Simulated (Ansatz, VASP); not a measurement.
Si3N4: VASP beside Ansatz

```
Si N
1.0
     7.72163    0.00000    0.00000
    -3.86081    6.68712    0.00000
     0.00000    0.00000    2.95203
Si N
6 8
Direct
  0.77171 0.17757 0.25000
  0.59414 0.77171 0.75000
  0.82243 0.59414 0.25000
  0.22829 0.82243 0.75000
  0.40586 0.22829 0.25000
  0.17757 0.40586 0.75000
  0.03353 0.33079 0.25000
  0.70274 0.03353 0.75000
  0.66921 0.70274 0.25000
  0.96647 0.66921 0.75000
  0.29726 0.96647 0.25000
  0.33079 0.29726 0.75000
  0.66667 0.33333 0.25000
  0.33333 0.66667 0.75000
```

Alike in both runs: functional r2SCAN; k mesh 6 × 6 × 6; occupations fermi-dirac, width 0.0565 eV; no spin polarisation.

Ansatz relaxed the structure, and its values are those at the end. VASP's run is a single point on that final structure, the one shown.

|  | VASP | Ansatz |
| --- | --- | --- |
| version | VASP 6.6.1 | Ansatz 0.2.0 |
| potentials or method | VASP PAW PBE potentials, release 64 (Si, N), cutoff 520 eV | PAW plane waves |
| valence electrons in the cell | 64 | 64 |

|  | VASP | Ansatz | Ansatz less VASP |
| --- | --- | --- | --- |
| gap on the k mesh at the Fermi level (eV) | 4.77 | 4.78 | +0.007 |
| pressure (GPa) | -10.9 | -10.8 | +0.16 |

VASP's potentials were made for PBE, not for r2SCAN. Ansatz's warnings: stress scf threshold loose, structure snapped to symmetry.
